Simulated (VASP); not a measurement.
Wanted: the native input for a VASP 6.6.1 run.

```
Task                   : single point
Functional             : r2SCAN
Potentials or basis    : VASP PAW PBE potentials, release 64 (K_sv, F)
Cutoff                 : 520 eV
k mesh                 : 8 × 8 × 8
Occupations            : gaussian, width 0.02 eV
Spin                   : no spin polarisation
Dipole correction      : no
Further INCAR settings : ALGO = Normal; EDIFF = 1e-06; NBANDS = 15
```

KF:

```
K F
1.0
     0.00000    2.60451    2.60451
     2.60451    0.00000    2.60451
     2.60451    2.60451    0.00000
K F
1 1
Direct
  0.00000 0.00000 0.00000
  0.50000 0.50000 0.50000
```

This cell differs from its parent crystal: volume scaled by 0.94.

The input as run:

POSCAR

```
KF
1.0
    0.0000000000      2.6045139322      2.6045139322
    2.6045139322      0.0000000000      2.6045139322
    2.6045139322      2.6045139322      0.0000000000
K F
1 1
Direct
    0.0000000000      0.0000000000      0.0000000000
    0.5000000000      0.5000000000      0.5000000000
```

INCAR.step1

```
ALGO = Normal
EDIFF = 1E-4
ENCUT = 520
GGA = PE
ISMEAR = 0
LASPH = T
LCHARG = F
LREAL = F
LWAVE = T
NBANDS = 15
NELM = 100
PREC = Accurate
SIGMA = 0.02
```

INCAR.step2

```
ALGO = Normal
EDIFF = 1E-6
ENCUT = 520
ISIF = 2
ISMEAR = 0
ISTART = 1
LASPH = T
LCHARG = F
LMIXTAU = T
LREAL = F
LWAVE = F
METAGGA = R2SCAN
NBANDS = 15
NELM = 100
PREC = Accurate
SIGMA = 0.02
```

KPOINTS

```
k-points
0
Gamma
  8 8 8
```

Potentials or basis: VASP PAW PBE potentials, release 64 (K_sv, F).

Run with:

```sh
$ cat potpaw_PBE.64/K_sv/POTCAR potpaw_PBE.64/F/POTCAR > POTCAR
$ cp INCAR.step1 INCAR
$ mpirun -np 1 vasp_std > vasp.out
$ cp INCAR.step2 INCAR
$ mpirun -np 1 vasp_std > vasp.out
```

It gave:

```yaml
Pressure: 2.6 GPa
Band_gap_on_the_k_mesh: 7.26 eV, direct
```

Caveat: the PAW data sets were made with another functional, which shifts forces and pressure a little.

Wall time 48 s on 1 thread of AMD EPYC 9R14 (Zen 4) (shared host), peak memory 0.14 GiB.
